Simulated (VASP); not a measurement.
# Cu: single point with PBEsol

The system is Cu.

```
Cu
1.0
     2.47993    0.00000    0.00000
    -1.23996    2.14768    0.00000
     0.00000    0.00000    4.25262
Cu
2
Direct
  0.33333 0.66667 0.25000
  0.66667 0.33333 0.75000
```

This isn't the form of Cu at room conditions, which is fcc.

This cell differs from its parent crystal: ratio of the length along z to the lengths across it x 1.05, volume and fractional coordinates fixed.

```json
{
 "Program": "VASP 6.6.1",
 "Task": "single point",
 "Functional": "PBEsol",
 "Potentials or basis": "VASP PAW PBE potentials, release 64 (Cu)",
 "Cutoff": "520 eV",
 "k mesh": "30 × 30 × 16",
 "Occupations": "gaussian, width 0.15 eV",
 "Spin": "no spin polarisation",
 "Dipole correction": "no",
 "Further INCAR settings": "ALGO = Fast; EDIFF = 1e-06; NBANDS = 18"
}
```

```
Pressure               : 1.2 GPa
Band gap on the k mesh : zero (bands 11 and 12 overlap by 6.39 eV)
```

Stress tensor (GPa, compression positive):
```
 4.21  0.00  0.00
 0.00  4.21  0.00
 0.00  0.00 -4.68
```

Levels at points of the mesh, in eV from the Fermi level:
| k point | band 7 | band 8 | band 9 | band 10 | band 11 | band 12 | band 13 | band 14 | band 15 | band 16 |
| --- | --- | --- | --- | --- | --- | --- | --- | --- | --- | --- |
| (0.00, 0.00, 0.00) | -2.91 | -2.42 | -2.42 | -1.76 | -1.76 | -1.58 | 3.30 | 22.38 | 22.68 | 23.48 |
| (0.50, 0.00, 0.00) | -2.92 | -1.67 | -1.57 | -1.50 | 0.10 | 1.81 | 7.74 | 7.99 | 10.69 | 11.03 |
| (0.00, 0.00, 0.50) | -3.10 | -3.10 | -1.98 | -1.98 | -1.98 | -1.98 | 11.54 | 11.54 | 23.06 | 23.06 |
| (0.50, 0.00, 0.50) | -1.94 | -1.94 | -1.53 | -1.53 | 0.49 | 0.49 | 5.21 | 5.21 | 17.03 | 17.03 |

Wall time 3.7 min on 1 thread of Intel(R) Xeon(R) Platinum 8259CL CPU @ 2.50GHz (Skylake/Cascade Lake) (shared host), peak memory 0.36 GiB.

Caveat: the stress differs along the axes, from -5 to 4 GPa; the PAW data sets were made with another functional, which shifts forces and pressure a little.
